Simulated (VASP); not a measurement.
# In (Pm-3m) in VASP: notebook

Runs on In. Level: PBE. Tasks: single point, relaxation of cell and atoms.

All numbers are computed with VASP 6.6.1; they aren't measurements. Logs are shortened: lines on timing, memory, paths and dates and some standing lists are left out, and cuts for length are marked.

**1. The cell of the first run**

It takes space group Pm-3m (No. 221, cubic). The conventional cell has a = 3.023 Å, b = 3.023 Å, c = 3.023 Å, α = 90.00°, β = 90.00°, γ = 90.00°. Within 4.0 Å of In (site symmetry m-3m) lie 6 In at 3.02 Å.

This isn't the form of In at room conditions, which is tetragonal.

**2. Single point, PBE**

INCAR reads:

```
PREC     = Accurate       # precision mode
ENCUT    = 520            # plane-wave cutoff, eV
EDIFF    = 1E-7           # SCF threshold, eV
ISMEAR   = 0              # smearing method
SIGMA    = 0.1            # smearing width, eV
LREAL    = False          # projectors in reciprocal space
LASPH    = True           # aspherical terms in the spheres
NELM     = 100            # most SCF steps
ALGO     = Normal         # electronic algorithm
ISIF     = 2              # what is computed and relaxed
LWAVE    = False          # write WAVECAR
LCHARG   = False          # write CHGCAR
GGA      = PE             # functional
NBANDS   = 12             # bands
```

KPOINTS reads:

```
regular mesh
0
Gamma
  6 6 6
```

POSCAR reads:

```
In
1.0
    3.0233190160      0.0000000000      0.0000000000
    0.0000000000      3.0233190160      0.0000000000
    0.0000000000      0.0000000000      3.0233190160
In
1
Direct
    0.0000000000      0.0000000000      0.0000000000
```

Potentials or basis: VASP PAW PBE potentials, release 64 (In_d).

Launch:

```sh
$ cat potpaw_PBE.64/In_d/POTCAR > POTCAR
$ mpirun -np 1 vasp_std > vasp.out
```

OUTCAR:

```text
PREC = Accurate
   ENCUT = 520
   EDIFF = 1E-7
   ISMEAR = 0
   LREAL = False
   LASPH = True
   NELM = 100
   ISIF = 2
   GGA = PE

 ion  position               nearest neighbor table
   1  0.000  0.000  0.000-

  LATTYP: Found a simple cubic cell.
 ALAT       =     3.0233190160

  Lattice vectors:

 A1 = (   3.0233190160,   0.0000000000,   0.0000000000)
 A2 = (   0.0000000000,   3.0233190160,   0.0000000000)
 A3 = (   0.0000000000,   0.0000000000,   3.0233190160)

Analysis of symmetry for initial positions (statically):
=====================================================================
 Subroutine PRICEL returns:
 Original cell was already a primitive cell.

 Routine SETGRP: Setting up the symmetry group for a
 simple cubic supercell.

 Subroutine GETGRP returns: Found 48 space group operations
 (whereof 48 operations were pure point group operations)
 out of a pool of 48 trial point group operations.

The static configuration has the point symmetry O_h .

Analysis of symmetry for dynamics (positions and initial velocities):
=====================================================================
 Subroutine PRICEL returns:
 Original cell was already a primitive cell.

 Routine SETGRP: Setting up the symmetry group for a
 simple cubic supercell.

 Subroutine GETGRP returns: Found 48 space group operations
 (whereof 48 operations were pure point group operations)
 out of a pool of 48 trial point group operations.

The dynamic configuration has the point symmetry O_h .

 Subroutine INISYM returns: Found 48 space group operations
 (whereof 48 operations are pure point group operations),
 and found     1 'primitive' translations

----------------------------------------------------------------------------------------

                                     Primitive cell

  volume of cell :      27.6345

  direct lattice vectors                    reciprocal lattice vectors
     3.023319016  0.000000000  0.000000000     0.330762316  0.000000000  0.000000000
     0.000000000  3.023319016  0.000000000     0.000000000  0.330762316  0.000000000
     0.000000000  0.000000000  3.023319016     0.000000000  0.000000000  0.330762316

  length of vectors
     3.023319016  3.023319016  3.023319016     0.330762316  0.330762316  0.330762316

  position of ions in fractional coordinates (direct lattice)
     0.000000000  0.000000000  0.000000000

  ion indices of the primitive-cell ions
   primitive index   ion index
                 1           1

----------------------------------------------------------------------------------------

 KPOINTS: regular mesh

Automatic generation of k-mesh.
 Grid dimensions read from file:
 generate k-points for:    6    6    6

 Generating k-lattice:

  Cartesian coordinates                     Fractional coordinates (reciprocal lattice)
     0.055127053  0.000000000  0.000000000     0.166666667  0.000000000  0.000000000
     0.000000000  0.055127053  0.000000000     0.000000000  0.166666667  0.000000000
     0.000000000  0.000000000  0.055127053     0.000000000  0.000000000  0.166666667

  Length of vectors
     0.055127053  0.055127053  0.055127053

  Shift w.r.t. Gamma in fractional coordinates (k-lattice)
     0.000000000  0.000000000  0.000000000

 Subroutine IBZKPT returns following result:
 ===========================================

 Found     20 irreducible k-points:

 Following reciprocal coordinates:
            Coordinates               Weight
  0.000000  0.000000  0.000000      1.000000
  0.166667  0.000000  0.000000      6.000000
  0.333333  0.000000  0.000000      6.000000
  0.500000  0.000000  0.000000      3.000000
  0.166667  0.166667  0.000000     12.000000
  0.333333  0.166667  0.000000     24.000000
[... 12 lines left out ...]
  0.500000  0.500000  0.333333      6.000000
  0.500000  0.500000  0.500000      1.000000
   k-points           NKPTS =     20   k-points in BZ     NKDIM =     20   number of bands    NBANDS=     12
   number of dos      NEDOS =    301   number of ions     NIONS =      1
   total plane-waves  NPLWV =  13824
   dimension x,y,z NGX =    24 NGY =   24 NGZ =   24
   dimension x,y,z NGXF=    48 NGYF=   48 NGZF=   48
   ions per type =               1
   NGX,Y,Z   is equivalent  to a cutoff of  13.20, 13.20, 13.20 a.u.
   NGXF,Y,Z  is equivalent  to a cutoff of  26.39, 26.39, 26.39 a.u.
 SYSTEM =  unknown system
   PREC   = accura    normal or accurate (medium, high low for compatibility)
   ISTART =      0    job   : 0-new  1-cont  2-samecut
   ICHARG =      2    charge: 1-file 2-atom 10-const
   ISPIN  =      1    spin polarized calculation?
   LNONCOLLINEAR =      F non collinear calculations
   LSORBIT =      F    spin-orbit coupling
   LASPH  =      T    aspherical Exc in radial PAW
   ENCUT  =  520.0 eV  38.22 Ry    6.18 a.u.   5.62  5.62  5.62*2*pi/ulx,y,z
   NELM   =    100;   NELMIN=  2; NELMDL= -5     # of ELM steps
   EDIFF  = 0.1E-06   stopping-criterion for ELM
   LREAL  =      F    real-space projection
   EDIFFG = 0.1E-05   stopping-criterion for IOM
   NSW    =      0    number of steps for IOM
   IBRION =     -1    ionic relax: 0-MD 1-quasi-New 2-CG
   NFREE  =      0    steps in history (QN), initial steepest desc. (CG)
   ISIF   =      2    stress and relaxation
   ISYM   =      2    0-nonsym 1-usesym 2-fastsym
   POTIM  = 0.5000    time-step for ionic-motion
   TEBEG  =    0.0;   TEEND  =   0.0 temperature during run
   PSTRESS=    0.0 pullay stress
   NELECT =      13.0000    total number of electrons
   NUPDOWN=      -1.0000    fix difference up-down
   EMIN   =  10.00;   EMAX   =-10.00  energy-range for DOS
   EFERMI =   0.00;   METHOD = LEGACY
   ISMEAR =     0;   SIGMA  =   0.10  broadening in eV -4-tet -1-fermi 0-gaus
   EFERMI_NEDOS =   21; number of points for ismear=-14 and -15
   IALGO  =     38    algorithm
   IMIX   =      4    mixing-type and parameters
     AMIX     =   0.40;   BMIX     =  1.00
     AMIX_MAG =   1.60;   BMIX_MAG =  1.00
  volume/ion in A,a.u.               =      27.63       186.49
  Fermi-wavevector in a.u.,A,eV,Ry     =   1.273225  2.406047 22.056445  1.621103
  Thomas-Fermi vector in A             =   2.406061
   LORBIT       =      0    0 simple, 1 ext, 2 COOP (PROOUT), +10 PAW based schemes
   GGA     = PE    functional components
   LHFCALC =     F    Hartree Fock is set to
   AEXX    =    0.0000 exact exchange contribution
   IVDW    =     0    specifies the selected vdW correction
   LEPSILON=     F    determine dielectric tensor
   LRPA    =     F    only Hartree local field effects (RPA)
 non-spin polarized calculation
 Gauss-broadening in eV      SIGMA  =   0.10
  energy-cutoff  :      520.00
  volume of cell :       27.63
 maximum number of plane-waves:       768
 NGX is ok and might be reduce to    24
   NGX = 11   NGY = 11   NGZ = 11

 number of electron      13.0000011 magnetization

 Free energy of the ion-electron system (eV)
  ---------------------------------------------------
  ext. energy  EPLUGINS =         0.00000000
  ---------------------------------------------------
  free energy    TOTEN  =        -2.39068136 eV

  energy without entropy =       -2.38720057  energy(sigma->0) =       -2.38894096

 E-fermi :   6.8123     XC(G=0):  -9.9164

 val. band max:        6.5966935747   @ k =   0.5000   0.5000   0.1667
 cond. band min:       6.8516674585   @ k =   0.5000   0.3333   0.3333
 fundamental gap:      0.2549738838
 Fermi energy:         6.8123249939

 k-point     1 :       0.0000    0.0000    0.0000
  band No.  band energies     occupation
      1      -8.2837      2.00000
      2      -8.2837      2.00000
      3      -7.5167      2.00000
      4      -7.5167      2.00000
      5      -7.5167      2.00000
      6      -2.4651      2.00000
      7      14.1727      0.00000
      8      14.1727      0.00000
      9      14.1727      0.00000
     10      17.4091      0.00000
     11      17.4091      0.00000
     12      18.6254      0.00000

 k-point     2 :       0.1667    0.0000    0.0000
  band No.  band energies     occupation
      1      -8.2711      2.00000
      2      -8.1498      2.00000
      3      -7.5704      2.00000
      4      -7.5704      2.00000
      5      -7.5121      2.00000
      6      -1.9810      2.00000
      7      10.4038      0.00000
      8      14.7218      0.00000
      9      14.7218      0.00000
     10      17.6849      0.00000
     11      18.3880      0.00000
     12      22.3020      0.00000

 k-point     3 :       0.3333    0.0000    0.0000
  band No.  band energies     occupation
      1      -8.2459      2.00000
      2      -7.8886      2.00000
      3      -7.6760      2.00000
      4      -7.6760      2.00000
      5      -7.5031      2.00000
      6      -0.5048      2.00000
      7       6.0536      2.00000
      8      16.1683      0.00000
      9      16.1683      0.00000
     10      18.5211      0.00000
     11      19.0960      0.00000
     12      22.6539      0.00000
[... 226 lines left out ...]
 k-point    19 :       0.5000    0.5000    0.3333
  band No.  band energies     occupation
      1      -8.0169      2.00000
      2      -7.9290      2.00000
      3      -7.9290      2.00000
      4      -7.4659      2.00000
      5      -7.2870      2.00000
      6       6.9165      0.14055
      7       7.9005      0.00000
      8       7.9005      0.00000
      9      12.1591      0.00000
     10      13.0596      0.00000
     11      15.7277      0.00000
     12      15.7277      0.00000

 k-point    20 :       0.5000    0.5000    0.5000
  band No.  band energies     occupation
      1      -8.0020      2.00000
      2      -8.0020      2.00000
      3      -8.0020      2.00000
      4      -7.2837      2.00000
      5      -7.2837      2.00000
      6       8.8905      0.00000
      7       8.8905      0.00000
      8       8.8905      0.00000
      9       9.8712      0.00000
     10      14.0203      0.00000
     11      14.0203      0.00000
     12      14.0203      0.00000

------------------------ aborting loop because EDIFF is reached ----------------------------------------

  FORCE on cell =-STRESS in cart. coord.  units (eV):
  Direction    XX          YY          ZZ          XY          YZ          ZX
  --------------------------------------------------------------------------------------
  -------------------------------------------------------------------------------------
  Total        0.4478715      0.4478715      0.4478715     -0.0000000     -0.0000000     -0.0000000
  in kB       25.9664206     25.9664206     25.9664206     -0.0000000     -0.0000000     -0.0000000
  external PRESSURE =      25.9664206 kB  Pullay stress =       0.0000000 kB

 VOLUME and BASIS-vectors are now :
 -----------------------------------------------------------------------------
  energy-cutoff  :      520.00
  volume of cell :       27.63
      direct lattice vectors                 reciprocal lattice vectors
     3.023319016  0.000000000  0.000000000     0.330762316  0.000000000  0.000000000
     0.000000000  3.023319016  0.000000000     0.000000000  0.330762316  0.000000000
     0.000000000  0.000000000  3.023319016     0.000000000  0.000000000  0.330762316

 POSITION                                       TOTAL-FORCE (eV/Angst)
 -----------------------------------------------------------------------------------
      0.00000      0.00000      0.00000         0.000000      0.000000      0.000000
 -----------------------------------------------------------------------------------
    total drift:                                0.000000     -0.000000      0.000000

  FREE ENERGIE OF THE ION-ELECTRON SYSTEM (eV)
  ---------------------------------------------------
  free  energy   TOTEN  =        -2.3906813575 eV

  energy  without entropy=       -2.3872005682  energy(sigma->0) =       -2.38894096
```

It took 2.5 s on 1 thread of Intel Xeon 6975P-C (Granite Rapids), shared host; peak memory 0.13 GiB.

Results:

```
Free energy            : -2.3907 eV
Pressure               : 2.6 GPa
Band gap on the k mesh : zero (an odd number of electrons rules out a gap without spin polarisation)
```

Levels at points of the mesh, in eV from the Fermi level:
```tsv
k point	band 2	band 3	band 4	band 5	band 6	band 7	band 8	band 9	band 10	band 11
(0.00, 0.00, 0.00)	-15.10	-14.33	-14.33	-14.33	-9.28	7.36	7.36	7.36	10.60	10.60
(0.50, 0.00, 0.00)	-14.57	-14.54	-14.54	-14.31	-5.51	-3.57	10.53	10.53	12.72	12.87
(0.50, 0.50, 0.00)	-14.80	-14.51	-14.51	-14.11	-1.58	-0.72	-0.72	3.83	14.26	15.40
(0.50, 0.50, 0.50)	-14.81	-14.81	-14.10	-14.10	2.08	2.08	2.08	3.06	7.21	7.21
```

Caveat: spin-orbit coupling is left out, which moves the levels of the heavy elements.

**3. Single point, PBE**

This run uses another cell than the first one, of 29.44 Å³/atom.

INCAR reads:

```
SYSTEM = In
ALGO = Fast
EDIFF = 1E-7
ENCUT = 520
GGA = PE
ISIF = 2
ISMEAR = 0
LASPH = .TRUE.
LCHARG = .TRUE.
LELF = .TRUE.
LREAL = .FALSE.
LVHAR = .TRUE.
LWAVE = .FALSE.
NBANDS = 12
NELM = 80
PREC = Accurate
SIGMA = 0.1
```

KPOINTS reads:

```
k-points
0
G
  14 14 14
  0 0 0
```

POSCAR reads:

```
In
1.0
    3.0877859122      0.0000000000      0.0000000000
    0.0000000000      3.0877859122      0.0000000000
    0.0000000000      0.0000000000      3.0877859122
In
1
Direct
    0.0000000000      0.0000000000      0.0000000000
```

Potentials or basis: VASP PAW PBE potentials, release 64 (In_d).

Launch:

```sh
$ cat potpaw_PBE.64/In_d/POTCAR > POTCAR
$ mpirun -np 1 vasp_std > vasp.out
```

Wall time 11 s (1 thread of Intel Xeon 6975P-C (Granite Rapids), shared host); peak memory 0.16 GiB.

It converged, with:

| Item | Value |
| --- | --- |
| Free energy | -2.4685 eV |
| Pressure | 0.0 GPa |
| Band gap on the k mesh | zero (an odd number of electrons rules out a gap without spin polarisation) |

Levels at points of the mesh, in eV from the Fermi level:
```csv
k point,band 4,band 5,band 6,band 7,band 8,band 9
"(0.00, 0.00, 0.00)",-14.29,-14.29,-8.85,7.08,7.08,7.08
"(0.50, 0.00, 0.00)",-14.47,-14.27,-5.39,-3.26,10.01,10.01
"(0.50, 0.50, 0.00)",-14.44,-14.10,-1.77,-0.59,-0.59,3.85
"(0.50, 0.50, 0.50)",-14.09,-14.09,2.02,2.02,2.02,2.45
```

Caveat: spin-orbit coupling is left out, which moves the levels of the heavy elements.

**4. Relaxation of cell and atoms, PBE**

INCAR reads:

```
SYSTEM = In
ALGO = Normal ; EDIFF = 1E-6
EDIFFG = -0.01 ; ENCUT = 600
GGA = PE ; IBRION = 2
ISIF = 3 ; ISMEAR = 0
LASPH = .TRUE. ; LCHARG = .FALSE.
LREAL = .FALSE. ; LWAVE = .FALSE.
NELM = 80 ; NSW = 100
PREC = Accurate ; SIGMA = 0.1
```

KPOINTS is that of step 3.

POSCAR reads:

```
In
1.0
    3.0233190160      0.0000000000      0.0000000000
    0.0000000000      3.0233190160      0.0000000000
    0.0000000000      0.0000000000      3.0233190160
In
1
Direct
    0.0000000000      0.0000000000      0.0000000000
```

Launch:

```sh
$ cat potpaw_PBE.64/In_d/POTCAR > POTCAR
$ mpirun -np 1 vasp_std > vasp.out
```

Run time: 12 s. Hardware: 1 thread of Intel Xeon 6975P-C (Granite Rapids), shared host; peak memory 0.17 GiB.

The run converged. Its results:

```yaml
Free_energy: -2.4682 eV
Relaxed_volume: 29.35 Å³/atom
Relaxed_cell: a = 3.085 Å, b = 3.085 Å, c = 3.085 Å, α = 90.00°, β = 90.00°, γ = 90.00°
Space_group_after_relaxing_to_0.1_Å: Pm-3m (No. 221)
Energy_gained_by_relaxing: 13.0 meV/atom
Ionic_steps: 2
Pressure_after_relaxing: 0.1 GPa
Band_gap_on_the_k_mesh: zero (an odd number of electrons rules out a gap without spin polarisation)
```

The path:
```
step  energy change (eV)  largest force (eV/Å)  pressure (GPa)  volume (Å³)
   1              0.0000                0.0000            2.44        27.63
   2             -0.0130                0.0000            0.05        29.35
```

Final structure:
```
CELL_PARAMETERS angstrom
3.08469 0.00000 0.00000
0.00000 3.08469 0.00000
0.00000 0.00000 3.08469
ATOMIC_POSITIONS crystal
In 0.00000 0.00000 0.00000
```

Levels at points of the mesh, in eV from the Fermi level:
```
           k point  band 4  band 5  band 6  band 7  band 8  band 9
(0.00, 0.00, 0.00)  -14.28  -14.28   -8.87    7.10    7.10    7.10
(0.50, 0.00, 0.00)  -14.46  -14.27   -5.39   -3.27   10.04   10.04
(0.50, 0.50, 0.00)  -14.44  -14.09   -1.76   -0.60   -0.60    3.85
(0.50, 0.50, 0.50)  -14.08  -14.08    2.03    2.03    2.03    2.48
```

Caveat: spin-orbit coupling is left out, which moves the levels of the heavy elements.

**5. Relaxation of cell and atoms, PBE**

This run uses another cell than the first one, of 29.44 Å³/atom.

INCAR reads:

```
SYSTEM = In
PREC = Accurate
ENCUT = 600
EDIFF = 1E-6
ISMEAR = 0
SIGMA = 0.1
LREAL = .False.
LASPH = .True.
NELM = 80
ALGO = Fast
ISIF = 3
LWAVE = .False.
LCHARG = .False.
GGA = PE
IBRION = 2
NSW = 100
EDIFFG = -0.01
```

KPOINTS reads:

```
Automatic mesh
0
Gamma
  14 14 14
  0 0 0
```

POSCAR reads:

```
In
1.0
    3.0877859122      0.0000000000      0.0000000000
    0.0000000000      3.0877859122      0.0000000000
    0.0000000000      0.0000000000      3.0877859122
In
1
Direct
    0.0000000000      0.0000000000      0.0000000000
```

Launch:

```sh
$ cat potpaw_PBE.64/In_d/POTCAR > POTCAR
$ mpirun -np 1 vasp_std > vasp.out
```

Wall time 32 s (1 thread of Intel Xeon 6975P-C (Granite Rapids), shared host); peak memory 0.19 GiB.

Results (log left out):

- Free energy: -2.4685 eV
- Relaxed volume: 29.46 Å³/atom
- Relaxed cell: a = 3.089 Å, b = 3.089 Å, c = 3.089 Å, α = 90.00°, β = 90.00°, γ = 90.00°
- Space group after relaxing (to 0.1 Å): Pm-3m (No. 221)
- Energy gained by relaxing: 0.0 meV/atom
- Ionic steps: 3
- Pressure after relaxing: 0.0 GPa
- Band gap on the k mesh: zero (an odd number of electrons rules out a gap without spin polarisation)

Final structure:
```cif
data_structure
_symmetry_space_group_name_H-M 'P 1'
_symmetry_Int_Tables_number 1
_cell_length_a 3.0886
_cell_length_b 3.0886
_cell_length_c 3.0886
_cell_angle_alpha 90.000
_cell_angle_beta 90.000
_cell_angle_gamma 90.000
_cell_volume 29.46
loop_
_atom_site_label
_atom_site_type_symbol
_atom_site_fract_x
_atom_site_fract_y
_atom_site_fract_z
_atom_site_occupancy
In1 In 0.00000 0.00000 0.00000 1
```

Levels at points of the mesh, in eV from the Fermi level:
```tsv
k point	band 3	band 4	band 5	band 6	band 7	band 8	band 9	band 10
(0.00, 0.00, 0.00)	-14.29	-14.29	-14.29	-8.85	7.08	7.08	7.08	10.23
(0.50, 0.00, 0.00)	-14.46	-14.46	-14.27	-5.39	-3.26	10.01	10.01	12.55
(0.50, 0.50, 0.00)	-14.44	-14.44	-14.10	-1.77	-0.59	-0.59	3.85	13.35
(0.50, 0.50, 0.50)	-14.69	-14.09	-14.09	2.02	2.02	2.02	2.44	7.05
```

Caveat: spin-orbit coupling is left out, which moves the levels of the heavy elements.

**6. Summary**

```tsv
task	cell	k mesh	cutoff (eV)	gap on the mesh (eV)	pressure (GPa)	relaxed volume (Å³/atom)
single point	a = 3.023 Å, 1 atom	6 × 6 × 6	520	none	2.6	-
single point	a = 3.088 Å, 1 atom	14 × 14 × 14	520	none	0.0	-
relaxation of cell and atoms	relaxed from a = 3.023 Å, 1 atom	14 × 14 × 14	600	none	0.1	29.35
relaxation of cell and atoms	relaxed from a = 3.088 Å, 1 atom	14 × 14 × 14	600	none	0.0	29.46
```

Alike in all rows: level PBE; potentials or basis VASP PAW PBE potentials, release 64 (In_d); no spin polarisation; smearing gaussian 0.1 eV.

Caveats: spin-orbit coupling is left out, which moves the levels of the heavy elements.

Absolute energies hang on the potentials; compare differences alone.
